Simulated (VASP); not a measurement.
# Cu: single point with LDA

The system is Cu.

```
Cu
1.0
     0.00000    1.75882    1.75882
     1.75882    0.00000    1.75882
     1.75882    1.75882    0.00000
Cu
1
Direct
  0.00000 0.00000 0.00000
```

```yaml
Program: VASP 6.6.1
Task: single point
Functional: LDA
Potentials_or_basis: VASP PAW LDA potentials, release 64 (Cu)
Cutoff: 520 eV
k_mesh: 15 × 15 × 15
Occupations: methfessel-paxton, width 0.01 eV
Spin: no spin polarisation
```

The pressure is 0.7 GPa.

Levels at points of the mesh, in eV from the Fermi level:
```
           k point  band 2  band 3  band 4  band 5  band 6  band 7  band 8  band 9  band 10  band 11
(0.00, 0.00, 0.00)   -3.42   -3.42   -3.42   -2.47   -2.47   23.25   26.38   26.38    26.38    28.99
```

Run time: 6.9 s on 1 thread of Intel Xeon 6975P-C, with other jobs on the host, peak memory 0.12 GiB.
